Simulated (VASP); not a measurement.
# Pd: single point with r2SCAN+rVV10

Crystal: Pd.

```
Pd
1.0
     0.00000    1.93344    1.93344
     1.93344    0.00000    1.93344
     1.93344    1.93344    0.00000
Pd
1
Direct
  0.00000 0.00000 0.00000
```

```json
{
 "Program": "VASP 6.6.1",
 "Task": "single point",
 "Functional": "r2SCAN",
 "Dispersion": "rVV10",
 "Potentials or basis": "VASP PAW PBE potentials, release 64 (Pd)",
 "Cutoff": "520 eV",
 "k mesh": "12 × 12 × 12",
 "Occupations": "fermi-dirac, width 0.05 eV",
 "Spin": "no spin polarisation",
 "Dipole correction": "no",
 "Further INCAR settings": "ALGO = Normal; EDIFF = 1e-06; NBANDS = 11"
}
```

```yaml
Pressure: 4.8 GPa
Band_gap_on_the_k_mesh: zero (band 5 reaches 10.26 eV, above the bottom of band 6 at 8.52 eV)
```

Levels at points of the mesh, in eV from the Fermi level:
```
           k point  band 3  band 4  band 5  band 6  band 7  band 8
(0.00, 0.00, 0.00)   -3.00   -3.00   -1.33   -1.33   18.04   22.34
(0.50, 0.00, 0.00)   -3.08   -0.02   -0.02    1.23    7.89   17.44
(0.50, 0.50, 0.00)   -0.08    0.34    0.34    3.65   11.54   14.05
```

Run time: 44 s on 1 thread of Intel(R) Xeon(R) Platinum 8259CL CPU @ 2.50GHz (Skylake/Cascade Lake), with other jobs on the host, peak memory 0.18 GiB.

Caveat: the PAW data sets were made with another functional, which shifts forces and pressure a little.
